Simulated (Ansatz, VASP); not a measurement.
## Cu: VASP beside Ansatz

File INCAR:

```
SYSTEM = Cu
ALGO = Normal
EDIFF = 1E-7
EDIFFG = -0.005
ENCUT = 820
GGA_COMPAT = .FALSE.
IBRION = 2
ISIF = 3
ISMEAR = 0
LASPH = .TRUE.
LCHARG = .FALSE.
LREAL = .FALSE.
LWAVE = .FALSE.
NELM = 120
NELMIN = 4
NSW = 70
PREC = Accurate
SIGMA = 0.1
```

Contents of KPOINTS:

```
k-points
0
G
  20 20 20
  0 0 0
```

The input POSCAR:

```
Cu
1.0
    0.0000000000      1.8148741495      1.8148741495
    1.8148741495      0.0000000000      1.8148741495
    1.8148741495      1.8148741495      0.0000000000
Cu
1
Direct
    0.0000000000      0.0000000000      0.0000000000
```

Input for Ansatz:

```yaml
crystal:
  lattice:
    - [0.0, 1.8148741495, 1.8148741495]
    - [1.8148741495, 0.0, 1.8148741495]
    - [1.8148741495, 1.8148741495, 0.0]
  atoms:
    - { symbol: Cu, position: [0.0, 0.0, 0.0] }
basis:
  ecutwfc: 420
kpoints:
  mp_grid: { grid: [20, 20, 20] }
hamiltonian:
  xc: lda
scf:
  occupations: { method: gaussian, width: 0.1 }
output:
  forces: true
  stress: true
  eigenvalues: true
relax:
  adjacent_minimum: "off"
  f_tol: 0.005
  max_steps: 50
  cell: { stress_tol: 0.05 }
```

Alike in both runs: task relaxation of cell and atoms; functional LDA; k mesh 20 × 20 × 20; occupations gaussian, width 0.1 eV; no spin polarisation.

|  | VASP | Ansatz |
| --- | --- | --- |
| version | VASP 6.6.1 | Ansatz 0.2.0 |
| potentials or method | VASP PAW LDA potentials, release 64 (Cu_sv_GW), cutoff 820 eV | scalar-relativistic, plane waves, PAW |
| valence electrons in the cell | 19 | 19 |

VASP gave:

```
gap on the k mesh at the Fermi level, each at its own relaxed structure (eV)  : none
relaxed volume (Å³/atom)                                                      : 10.90
relaxed length of the cell vector where the two differ most in proportion (Å) : 2.488
```

Estimate Ansatz's values.

gap on the k mesh at the Fermi level, each at its own relaxed structure (eV): none; relaxed volume (Å³/atom): 10.89; relaxed length of the cell vector where the two differ most in proportion (Å): 2.488.

LDA's correlation is that of Perdew and Zunger in VASP and of Perdew and Wang (1992) in Ansatz. A gap of «none» marks a metal or a gap that the smearing closes.
